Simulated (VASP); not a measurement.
KCl, 2 atoms in the cell. It takes space group Pm-3m (No. 221, cubic). Conventional cell: a = 3.719 Å, b = 3.719 Å, c = 3.719 Å, α = 90.00°, β = 90.00°, γ = 90.00°. Within 4.2 Å of K (site symmetry m-3m) lie 8 Cl at 3.22 Å and 6 K at 3.72 Å. Within 4.2 Å of Cl (site symmetry m-3m) lie 8 K at 3.22 Å and 6 Cl at 3.72 Å. 

| Item | Value |
| --- | --- |
| Program | VASP 6.6.1 |
| Task | single point |
| Functional | r2SCAN |
| Potentials or basis | VASP PAW PBE potentials, release 64 (K_sv, Cl) |
| Cutoff | 520 eV |
| k mesh | 6 × 6 × 6 |
| Occupations | gaussian, width 0.05 eV |
| Spin | no spin polarisation |
| Dipole correction | no |
| Further INCAR settings | ALGO = Normal; EDIFF = 1e-06; NBANDS = 15 |

Potentials or basis: VASP PAW PBE potentials, release 64 (K_sv, Cl).

Launch:

```sh
$ cat potpaw_PBE.64/K_sv/POTCAR potpaw_PBE.64/Cl/POTCAR > POTCAR
$ cp INCAR.step1 INCAR
$ mpirun -np 1 vasp_std > vasp.out
$ cp INCAR.step2 INCAR
$ mpirun -np 1 vasp_std > vasp.out
```

Hardware: 1 thread of Intel Xeon 8259CL, with other jobs on the host.

Estimate the wall time of this run.

It took 84 s on 1 thread of Intel Xeon 8259CL, on a shared host, peak memory 0.17 GiB. Counts: k points 20.
